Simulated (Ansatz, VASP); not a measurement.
## Mg in VASP and in Ansatz

File INCAR:

```
SYSTEM = Mg
ALGO = Fast
EDIFF = 1E-6
ENCUT = 520
GGA = PS
ISIF = 2
ISMEAR = 0
LASPH = .True.
LCHARG = .True.
LELF = .True.
LREAL = .False.
LVHAR = .True.
LWAVE = .False.
NBANDS = 9
NELM = 60
PREC = Accurate
SIGMA = 0.15
```

Contents of KPOINTS:

```
k-points
0
Gamma
  18 18 10
  0 0 0
```

The input POSCAR:

```
Mg
1.0
    3.2092715325      0.0000000000      0.0000000000
   -1.6046357662      2.7793106748      0.0000000000
    0.0000000000      0.0000000000      4.7935036000
Mg
2
Direct
    0.3333333333      0.6666666667      0.2500000000
    0.6666666667      0.3333333333      0.7500000000
```

Input for Ansatz:

```yaml
crystal:
  lattice:
    - [3.2092715325, 0.0, 0.0]
    - [-1.6046357662, 2.7793106748, 0.0]
    - [0.0, 0.0, 4.7935036]
  atoms:
    - { symbol: Mg, position: [0.3333333333, 0.6666666667, 0.25] }
    - { symbol: Mg, position: [0.6666666667, 0.3333333333, 0.75] }
basis:
  ecutwfc: 420
kpoints:
  mp_grid: { grid: [18, 18, 10] }
hamiltonian:
  xc: pbesol
scf:
  occupations: { method: gaussian, width: 0.15 }
output:
  forces: true
  stress: true
  eigenvalues: true
```

Change from the starting cell: strain +0.000 along x and y, -0.080 along z, atoms carried along.

Alike in both runs: task single point; functional PBEsol; k mesh 18 × 18 × 10; occupations gaussian, width 0.15 eV; no spin polarisation.

|  | VASP | Ansatz |
| --- | --- | --- |
| version | VASP 6.6.1 | Ansatz 0.2.0 |
| potentials or method | VASP PAW PBE potentials, release 64 (Mg), cutoff 520 eV | scalar-relativistic, plane waves, PAW |
| valence electrons in the cell | 4 | 20 |

```tsv
	VASP	Ansatz	Ansatz less VASP
gap on the k mesh at the Fermi level (eV)	none	none	-
pressure (GPa)	2.4	2.4	+0.02
traceless stress, the component that is largest in VASP (GPa)	3.45	3.43	-0.024
```

VASP's potentials were made for PBE, not for PBEsol. A gap of «none» marks a metal or a gap that the smearing closes. The functional is the same, so the differences come from potentials, cutoffs and numerics. VASP's potentials hold 4 valence electrons a cell and Ansatz's 20, so a difference there can come from the potentials and not from the codes.
